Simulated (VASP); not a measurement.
# Ge (R-3) in VASP: notebook

Ge is run at these levels: LDA; tasks: single point.

All numbers are computed with VASP 6.6.1; they aren't measurements. Logs are shortened: lines on timing, memory, paths and dates and some standing lists are left out, and cuts for length are marked.

## Step 1: The cell of the first run

Symmetry: R-3, No. 148, trigonal system. Conventional cell: a = 9.467 Å, b = 9.467 Å, c = 5.948 Å, α = 90.00°, β = 90.00°, γ = 120.00°. Ge (site symmetry 3) has 4 Ge at 2.39 to 2.57 Å within 3.2 Å. Within 3.2 Å of Ge (site symmetry 1) lie 4 Ge at 2.39 to 2.48 Å.

## Step 2: Single point, LDA

Contents of INCAR:

```
SYSTEM = Ge
  ALGO = Normal
  EDIFF = 1E-6
  ENCUT = 520
  GGA = CA
  ISIF = 2
  ISMEAR = 0
  LASPH = .True.
  LCHARG = .False.
  LREAL = .False.
  LWAVE = .False.
  NBANDS = 66
  NELM = 60
  PREC = Accurate
  SIGMA = 0.15
```

Contents of KPOINTS:

```
k-points
0
Gamma
  9 9 9
  0 0 0
```

Contents of POSCAR:

```
Ge
1.0
    4.7337000000      2.7330029693      1.9825333333
   -4.7337000000      2.7330029693      1.9825333333
    0.0000000000     -5.4660059385      1.9825333333
Ge
8
Direct
    0.7160372198      0.7160372198      0.7160372198
    0.2839627802      0.2839627802      0.2839627802
    0.0289443365      0.7253625346      0.5322921793
    0.5322921793      0.0289443365      0.7253625346
    0.7253625346      0.5322921793      0.0289443365
    0.9710556635      0.2746374654      0.4677078207
    0.4677078207      0.9710556635      0.2746374654
    0.2746374654      0.4677078207      0.9710556635
```

Potentials or basis: VASP PAW LDA potentials, release 64 (Ge_d).

Run with:

```console
cat potpaw_LDA.64/Ge_d/POTCAR > POTCAR
mpirun -np 1 vasp_std > vasp.out
```

OUTCAR:

```text
SYSTEM = Ge
   EDIFF = 1E-6
   ENCUT = 520
   GGA = CA
   ISIF = 2
   ISMEAR = 0
   LASPH = .True.
   LREAL = .False.
   NELM = 60
   PREC = Accurate

 ion  position               nearest neighbor table
   1  0.716  0.716  0.716-   5 2.39   4 2.39   3 2.39   2 2.57
   2  0.284  0.284  0.284-   8 2.39   7 2.39   6 2.39   1 2.57
   3  0.029  0.725  0.532-   1 2.39   6 2.41   5 2.48   4 2.48
   4  0.532  0.029  0.725-   1 2.39   7 2.41   5 2.48   3 2.48
   5  0.725  0.532  0.029-   1 2.39   8 2.41   3 2.48   4 2.48
   6  0.971  0.275  0.468-   2 2.39   3 2.41   8 2.48   7 2.48
   7  0.468  0.971  0.275-   2 2.39   4 2.41   8 2.48   6 2.48
   8  0.275  0.468  0.971-   2 2.39   5 2.41   6 2.48   7 2.48

  LATTYP: Found a trigonal (rhomboedric) cell.
 ALAT       =     5.8144354273
 COS(alpha) =    -0.3256117773

  Lattice vectors:

 A1 = (   4.7337000000,   2.7330029693,   1.9825333333)
 A2 = (  -4.7337000000,   2.7330029693,   1.9825333333)
 A3 = (   0.0000000000,  -5.4660059385,   1.9825333333)

Analysis of symmetry for initial positions (statically):
=====================================================================
 Subroutine PRICEL returns:
 Original cell was already a primitive cell.

 Routine SETGRP: Setting up the symmetry group for a
 trigonal (rhombohedral) supercell.

 Subroutine GETGRP returns: Found  6 space group operations
 (whereof  6 operations were pure point group operations)
 out of a pool of 12 trial point group operations.

The static configuration has the point symmetry S_6 .

Analysis of symmetry for dynamics (positions and initial velocities):
=====================================================================
 Subroutine PRICEL returns:
 Original cell was already a primitive cell.

 Routine SETGRP: Setting up the symmetry group for a
 trigonal (rhombohedral) supercell.

 Subroutine GETGRP returns: Found  6 space group operations
 (whereof  6 operations were pure point group operations)
 out of a pool of 12 trial point group operations.

The dynamic configuration has the point symmetry S_6 .

 Subroutine INISYM returns: Found  6 space group operations
 (whereof  6 operations are pure point group operations),
 and found     1 'primitive' translations

----------------------------------------------------------------------------------------

                                     Primitive cell

  volume of cell :     153.8908

  direct lattice vectors                    reciprocal lattice vectors
     4.733700000  2.733002969  1.982533333     0.105625621  0.060982980  0.168135046
    -4.733700000  2.733002969  1.982533333    -0.105625621  0.060982980  0.168135046
     0.000000000 -5.466005939  1.982533333     0.000000000 -0.121965961  0.168135046

  length of vectors
     5.814435427  5.814435427  5.814435427     0.207713960  0.207713960  0.207713960

  position of ions in fractional coordinates (direct lattice)
     0.716037220  0.716037220  0.716037220
     0.283962780  0.283962780  0.283962780
     0.028944336  0.725362535  0.532292179
     0.532292179  0.028944336  0.725362535
     0.725362535  0.532292179  0.028944336
     0.971055664  0.274637465  0.467707821
     0.467707821  0.971055664  0.274637465
     0.274637465  0.467707821  0.971055664

  ion indices of the primitive-cell ions
   primitive index   ion index
                 1           1
                 2           2
                 3           3
                 4           4
                 5           5
                 6           6
                 7           7
                 8           8

----------------------------------------------------------------------------------------

 KPOINTS: k-points

Automatic generation of k-mesh.
 Grid dimensions read from file:
 generate k-points for:    9    9    9

 Generating k-lattice:

  Cartesian coordinates                     Fractional coordinates (reciprocal lattice)
     0.011736180  0.006775887  0.018681672     0.111111111  0.000000000  0.000000000
    -0.011736180  0.006775887  0.018681672     0.000000000  0.111111111  0.000000000
     0.000000000 -0.013551773  0.018681672     0.000000000  0.000000000  0.111111111

  Length of vectors
     0.023079329  0.023079329  0.023079329

  Shift w.r.t. Gamma in fractional coordinates (k-lattice)
     0.000000000  0.000000000  0.000000000

 Subroutine IBZKPT returns following result:
 ===========================================

 Found    125 irreducible k-points:

 Following reciprocal coordinates:
            Coordinates               Weight
  0.000000  0.000000  0.000000      1.000000
  0.111111  0.000000  0.000000      6.000000
  0.222222  0.000000 -0.000000      6.000000
  0.333333  0.000000  0.000000      6.000000
  0.444444  0.000000 -0.000000      6.000000
  0.111111  0.111111  0.000000      6.000000
[... 16 lines left out ...]
  0.444444  0.222222  0.000000      6.000000
 -0.444444 -0.000000 -0.222222      6.000000
 [... further k-points ...]
   k-points           NKPTS =    125   k-points in BZ     NKDIM =    125   number of bands    NBANDS=     66
   number of dos      NEDOS =    301   number of ions     NIONS =      8
   total plane-waves  NPLWV = 110592
   dimension x,y,z NGX =    48 NGY =   48 NGZ =   48
   dimension x,y,z NGXF=    96 NGYF=   96 NGZF=   96
   ions per type =               8
   NGX,Y,Z   is equivalent  to a cutoff of  13.72, 13.72, 13.72 a.u.
   NGXF,Y,Z  is equivalent  to a cutoff of  27.45, 27.45, 27.45 a.u.
 SYSTEM =  Ge
   PREC   = accura    normal or accurate (medium, high low for compatibility)
   ISTART =      0    job   : 0-new  1-cont  2-samecut
   ICHARG =      2    charge: 1-file 2-atom 10-const
   ISPIN  =      1    spin polarized calculation?
   LNONCOLLINEAR =      F non collinear calculations
   LSORBIT =      F    spin-orbit coupling
   LASPH  =      T    aspherical Exc in radial PAW
   ENCUT  =  520.0 eV  38.22 Ry    6.18 a.u.  10.81 10.81 10.81*2*pi/ulx,y,z
   NELM   =     60;   NELMIN=  2; NELMDL= -5     # of ELM steps
   EDIFF  = 0.1E-05   stopping-criterion for ELM
   LREAL  =      F    real-space projection
   EDIFFG = 0.1E-04   stopping-criterion for IOM
   NSW    =      0    number of steps for IOM
   IBRION =     -1    ionic relax: 0-MD 1-quasi-New 2-CG
   NFREE  =      0    steps in history (QN), initial steepest desc. (CG)
   ISIF   =      2    stress and relaxation
   ISYM   =      2    0-nonsym 1-usesym 2-fastsym
   POTIM  = 0.5000    time-step for ionic-motion
   TEBEG  =    0.0;   TEEND  =   0.0 temperature during run
   PSTRESS=    0.0 pullay stress
   NELECT =     112.0000    total number of electrons
   NUPDOWN=      -1.0000    fix difference up-down
   EMIN   =  10.00;   EMAX   =-10.00  energy-range for DOS
   EFERMI =   0.00;   METHOD = LEGACY
   ISMEAR =     0;   SIGMA  =   0.15  broadening in eV -4-tet -1-fermi 0-gaus
   EFERMI_NEDOS =   21; number of points for ismear=-14 and -15
   IALGO  =     38    algorithm
   IMIX   =      4    mixing-type and parameters
     AMIX     =   0.40;   BMIX     =  1.00
     AMIX_MAG =   1.60;   BMIX_MAG =  1.00
  volume/ion in A,a.u.               =      19.24       129.81
  Fermi-wavevector in a.u.,A,eV,Ry     =   1.472572  2.782758 29.503817  2.168469
  Thomas-Fermi vector in A             =   2.587571
   LORBIT       =      0    0 simple, 1 ext, 2 COOP (PROOUT), +10 PAW based schemes
   GGA     = CA    functional components
   LHFCALC =     F    Hartree Fock is set to
   AEXX    =    0.0000 exact exchange contribution
   IVDW    =     0    specifies the selected vdW correction
   LEPSILON=     F    determine dielectric tensor
   LRPA    =     F    only Hartree local field effects (RPA)
 non-spin polarized calculation
 Gauss-broadening in eV      SIGMA  =   0.15
  energy-cutoff  :      520.00
  volume of cell :      153.89
 maximum number of plane-waves:      4171
 NGX is ok and might be reduce to    48
   NGX = 21   NGY = 21   NGZ = 21

 number of electron     112.0000004 magnetization

 Free energy of the ion-electron system (eV)
  ---------------------------------------------------
  ext. energy  EPLUGINS =         0.00000000
  ---------------------------------------------------
  free energy    TOTEN  =       -40.40770841 eV

  energy without entropy =      -40.39784966  energy(sigma->0) =      -40.40277903

 E-fermi :   6.2587     XC(G=0): -11.2580

 val. band max:        6.2502870290   @ k =   0.4444  -0.3333  -0.4444
 cond. band min:       6.2722218316   @ k =   0.4444   0.3333   0.3333
 fundamental gap:      0.0219348026
 Fermi energy:         6.2587405999

 k-point     1 :       0.0000    0.0000    0.0000
  band No.  band energies     occupation
      1     -18.8281      2.00000
      2     -18.8281      2.00000
      3     -18.8086      2.00000
      4     -18.8064      2.00000
      5     -18.8064      2.00000
      6     -18.7663      2.00000
[... 58 lines left out ...]
     65      11.6082      0.00000
     66      12.8851      0.00000

 k-point     2 :       0.1111    0.0000    0.0000
  band No.  band energies     occupation
      1     -18.8289      2.00000
      2     -18.8272      2.00000
      3     -18.8095      2.00000
      4     -18.8048      2.00000
      5     -18.8031      2.00000
      6     -18.7700      2.00000
[... 58 lines left out ...]
     65      11.6612      0.00000
     66      12.1323      0.00000

 k-point     3 :       0.2222    0.0000   -0.0000
  band No.  band energies     occupation
      1     -18.8302      2.00000
      2     -18.8245      2.00000
      3     -18.8101      2.00000
      4     -18.8009      2.00000
      5     -18.7963      2.00000
      6     -18.7762      2.00000
[... 1438 lines left out ...]
     65      10.7031      0.00000
     66      11.0479      0.00000

 k-point    24 :      -0.4444   -0.0000   -0.2222
  band No.  band energies     occupation
      1     -18.8279      2.00000
      2     -18.8179      2.00000
      3     -18.8063      2.00000
      4     -18.7968      2.00000
      5     -18.7872      2.00000
      6     -18.7775      2.00000
[... 58 lines left out ...]
     65      10.7358      0.00000
     66      11.3828      0.00000

 [... further k-points ...]

------------------------ aborting loop because EDIFF is reached ----------------------------------------

  FORCE on cell =-STRESS in cart. coord.  units (eV):
  Direction    XX          YY          ZZ          XY          YZ          ZX
  --------------------------------------------------------------------------------------
  -------------------------------------------------------------------------------------
  Total        6.3969142      6.3969142     -2.0866393     -0.0000000     -0.0000000     -0.0000000
  in kB       66.5991251     66.5991251    -21.7242791     -0.0000002     -0.0000000     -0.0000000
  external PRESSURE =      37.1579904 kB  Pullay stress =       0.0000000 kB

 VOLUME and BASIS-vectors are now :
 -----------------------------------------------------------------------------
  energy-cutoff  :      520.00
  volume of cell :      153.89
      direct lattice vectors                 reciprocal lattice vectors
     4.733700000  2.733002969  1.982533333     0.105625621  0.060982980  0.168135046
    -4.733700000  2.733002969  1.982533333    -0.105625621  0.060982980  0.168135046
     0.000000000 -5.466005939  1.982533333     0.000000000 -0.121965961  0.168135046

 POSITION                                       TOTAL-FORCE (eV/Angst)
 -----------------------------------------------------------------------------------
      0.00000      0.00000      4.25870        -0.000000     -0.000000     -0.405632
      0.00000      0.00000      1.68890        -0.000000      0.000000      0.405632
     -3.29663     -0.84799      2.55073        -0.064258      0.442214      0.123229
      2.38270     -2.43097      2.55073        -0.350839     -0.276756      0.123229
      0.91394      3.27896      2.55073         0.415097     -0.165458      0.123229
      3.29663      0.84799      3.39687         0.064258     -0.442214     -0.123229
     -2.38270      2.43097      3.39687         0.350839      0.276756     -0.123229
     -0.91394     -3.27896      3.39687        -0.415097      0.165458     -0.123229
 -----------------------------------------------------------------------------------
    total drift:                               -0.000000      0.000000      0.000000

  FREE ENERGIE OF THE ION-ELECTRON SYSTEM (eV)
  ---------------------------------------------------
  free  energy   TOTEN  =       -40.4077084085 eV

  energy  without entropy=      -40.3978496600  energy(sigma->0) =      -40.40277903
```

It took 17 min on 1 thread of Intel Xeon 6975P-C (Granite Rapids), shared host; peak memory 0.82 GiB.

What came out:

| Property | Result |
| --- | --- |
| Free energy | -40.4077 eV |
| Pressure | 3.7 GPa |
| Largest force | 0.464 eV/Å |
| Band gap on the k mesh | zero (bands 56 and 57 overlap by 0.58 eV) |

Forces in eV/Å, atoms in the order of the input:
```
Ge   0.000  0.000 -0.406
Ge   0.000  0.000  0.406
Ge  -0.064  0.442  0.123
Ge  -0.351 -0.277  0.123
Ge   0.415 -0.165  0.123
Ge   0.064 -0.442 -0.123
Ge   0.351  0.277 -0.123
Ge  -0.415  0.165 -0.123
```

Caveat: the stress differs along the axes, from -2 to 7 GPa; semilocal functionals underestimate gaps, and a narrow one can read as zero.

## Step 3: Single point, LDA

This run uses another cell than the first one, of 22.27 Å³/atom.

Contents of INCAR:

```
ALGO = Fast ; EDIFF = 1E-6
ENCUT = 520 ; ISIF = 2
ISMEAR = 0 ; LASPH = True
LCHARG = False ; LREAL = False
LWAVE = False ; NBANDS = 66
NELM = 60 ; PREC = Accurate
SIGMA = 0.15
```

Contents of KPOINTS:

```
k-points
0
Gamma
  9 9 9
```

POSCAR, as its differences from that of step 2:

```diff
@@ -2,5 +2,5 @@
 1.0
-    4.7337000000      2.7330029693      1.9825333333
-   -4.7337000000      2.7330029693      1.9825333333
-    0.0000000000     -5.4660059385      1.9825333333
+    4.9777000000      2.8738764349      2.0754666667
+   -4.9777000000      2.8738764349      2.0754666667
+    0.0000000000     -5.7477528699      2.0754666667
 Ge
```

Potentials or basis: VASP PAW LDA potentials, release 64 (Ge_d).

Run with:

```console
cat potpaw_LDA.64/Ge_d/POTCAR > POTCAR
mpirun -np 1 vasp_std > vasp.out
```

Wall time 51 min (1 thread of Oxide Virtual Turin-like, shared host); peak memory 0.89 GiB.

The run converged. Its results:

```yaml
Free_energy: -40.1392 eV
Pressure: -6.3 GPa
Largest_force: 0.538 eV/Å
Band_gap_on_the_k_mesh: zero (bands 56 and 57 overlap by 0.56 eV)
```

Forces on the atoms (eV/Å):
```
Ge   0.000  0.000 -0.538
Ge   0.000  0.000  0.538
Ge   0.162  0.111 -0.175
Ge  -0.177  0.085 -0.175
Ge   0.015 -0.196 -0.175
Ge  -0.162 -0.111  0.175
Ge   0.177 -0.085  0.175
Ge  -0.015  0.196  0.175
```

Stress tensor (GPa, compression positive):
```
-4.62  0.00  0.00
 0.00 -4.62  0.00
 0.00  0.00 -9.57
```

Levels at points of the mesh, in eV from the Fermi level:
```tsv
k point	band 53	band 54	band 55	band 56	band 57	band 58	band 59	band 60
(0.00, 0.00, 0.00)	-3.21	-1.09	-1.09	-0.49	1.36	1.68	1.68	3.84
```

Caveat: the cell stands under tension; semilocal functionals underestimate gaps, and a narrow one can read as zero.

## Step 4: Single point, LDA

This run uses another cell than the first one, of 23.33 Å³/atom.

Contents of INCAR:

```
SYSTEM = Ge
PREC = Accurate
ENCUT = 520
EDIFF = 1E-7
ISMEAR = 0
SIGMA = 0.15
LREAL = .False.
LASPH = .True.
NELM = 100
ALGO = Fast
ISIF = 2
LWAVE = .False.
LCHARG = .False.
NBANDS = 66
KPAR = 4
```

Contents of KPOINTS:

```
regular mesh
0
Gamma
  9 9 9
  0 0 0
```

Contents of POSCAR:

```
Ge
1.0
    5.1241000000      2.9584005144      2.0522333333
   -5.1241000000      2.9584005144      2.0522333333
    0.0000000000     -5.9168010287      2.0522333333
Ge
8
Direct
    0.7160372200      0.7160372200      0.7160372200
    0.2839627800      0.2839627800      0.2839627800
    0.0289443367      0.7253625347      0.5322921797
    0.5322921797      0.0289443367      0.7253625347
    0.7253625347      0.5322921797      0.0289443367
    0.9710556633      0.2746374653      0.4677078203
    0.4677078203      0.9710556633      0.2746374653
    0.2746374653      0.4677078203      0.9710556633
```

Run with:

```console
cat potpaw_LDA.64/Ge_d/POTCAR > POTCAR
mpirun -np 4 vasp_std > vasp.out
```

It took 22 min on 4 MPI ranks of Oxide Virtual Turin-like, shared host; peak memory 0.94 GiB.

It converged, with:

```yaml
Free_energy: -39.8382 eV
Pressure: -8.2 GPa
Largest_force: 0.353 eV/Å
Band_gap_on_the_k_mesh: zero (bands 56 and 57 overlap by 0.58 eV)
```

Forces on the atoms (eV/Å):
```
Ge   0.000  0.000 -0.353
Ge   0.000  0.000  0.353
Ge   0.222 -0.073 -0.237
Ge  -0.048  0.228 -0.237
Ge  -0.174 -0.156 -0.237
Ge  -0.222  0.073  0.237
Ge   0.048 -0.228  0.237
Ge   0.174  0.156  0.237
```

Stress tensor (GPa, compression positive):
```
-7.99  0.00  0.00
 0.00 -7.99  0.00
 0.00  0.00 -8.73
```

Levels at points of the mesh, in eV from the Fermi level:
```
           k point  band 53  band 54  band 55  band 56  band 57  band 58  band 59  band 60
(0.00, 0.00, 0.00)    -2.95    -0.95    -0.95    -0.42     1.31     1.65     1.65     3.89
```

Caveat: the cell stands under tension; semilocal functionals underestimate gaps, and a narrow one can read as zero.

## Step 5: Single point, LDA

This run uses another cell than the first one, of 18.46 Å³/atom.

Contents of INCAR:

```
ALGO = Fast ; EDIFF = 1E-7
ENCUT = 520 ; GGA = CA
ISIF = 2 ; ISMEAR = 0
LASPH = T ; LCHARG = F
LREAL = F ; LWAVE = F
NBANDS = 66 ; NELM = 80
PREC = Accurate ; SIGMA = 0.15
```

Contents of KPOINTS:

```
k-points
0
Gamma
  9 9 9
```

POSCAR, as its differences from that of step 4:

```diff
@@ -2,5 +2,5 @@
 1.0
-    5.1241000000      2.9584005144      2.0522333333
-   -5.1241000000      2.9584005144      2.0522333333
-    0.0000000000     -5.9168010287      2.0522333333
+    5.0021000000      2.8879637815      1.7037333333
+   -5.0021000000      2.8879637815      1.7037333333
+    0.0000000000     -5.7759275630      1.7037333333
 Ge
```

Run with:

```console
cat potpaw_LDA.64/Ge_d/POTCAR > POTCAR
mpirun -np 1 vasp_std > vasp.out
```

Wall time 70 min (1 thread of Oxide Virtual Turin-like, shared host); peak memory 0.77 GiB.

The run converged. Its results:

```yaml
Free_energy: -39.0971 eV
Pressure: 10.4 GPa
Largest_force: 3.105 eV/Å
Band_gap_on_the_k_mesh: zero (bands 56 and 57 overlap by 0.47 eV)
```

Forces in eV/Å, atoms in the order of the input:
```
Ge   0.000  0.000  3.105
Ge   0.000  0.000 -3.105
Ge  -0.146 -1.262  0.101
Ge   1.166  0.504  0.101
Ge  -1.020  0.758  0.101
Ge   0.146  1.262 -0.101
Ge  -1.166 -0.504 -0.101
Ge   1.020 -0.758 -0.101
```

Stress tensor (GPa, compression positive):
```
 2.54  0.00  0.00
 0.00  2.54  0.00
 0.00  0.00 26.11
```

Levels at points of the mesh, in eV from the Fermi level:
| k point | band 53 | band 54 | band 55 | band 56 | band 57 | band 58 | band 59 | band 60 |
| --- | --- | --- | --- | --- | --- | --- | --- | --- |
| (0.00, 0.00, 0.00) | -3.83 | -0.97 | -0.97 | -0.74 | 1.97 | 2.20 | 2.20 | 3.31 |

Caveat: the stress differs along the axes, from 3 to 26 GPa; semilocal functionals underestimate gaps, and a narrow one can read as zero; forces of over 1 eV/Å act on the atoms, so gaps and moduli don't describe the material at rest.

## Step 6: Overview

```csv
cell,gap on the mesh (eV),pressure (GPa),largest force (eV/Å)
"a = 5.814 Å, angles 109.0°, 8 atoms",none,3.7,0.46
"a = 6.111 Å, angles 109.1°, 8 atoms",none,-6.3,0.54
"a = 6.263 Å, angles 109.8°, 8 atoms",none,-8.2,0.35
"a = 6.022 Å, angles 112.3°, 8 atoms",none,10.4,3.11
```

Alike in all rows: task single point; level LDA; potentials or basis VASP PAW LDA potentials, release 64 (Ge_d); no spin polarisation; k mesh 9 × 9 × 9; cutoff (eV) 520; smearing gaussian 0.15 eV.

Caveats: semilocal functionals underestimate gaps, and a narrow one can read as zero; the cell stands under tension (at least some runs); the stress differs along the axes, from -2 to 7 GPa (at least some runs); the stress differs along the axes, from 3 to 26 GPa (at least some runs); forces of over 1 eV/Å act on the atoms, so gaps and moduli don't describe the material at rest (at least some runs).

Absolute energies hang on the potentials; compare differences alone.

The gap in the log of VASP goes by the Fermi energy; the results here count the filled bands.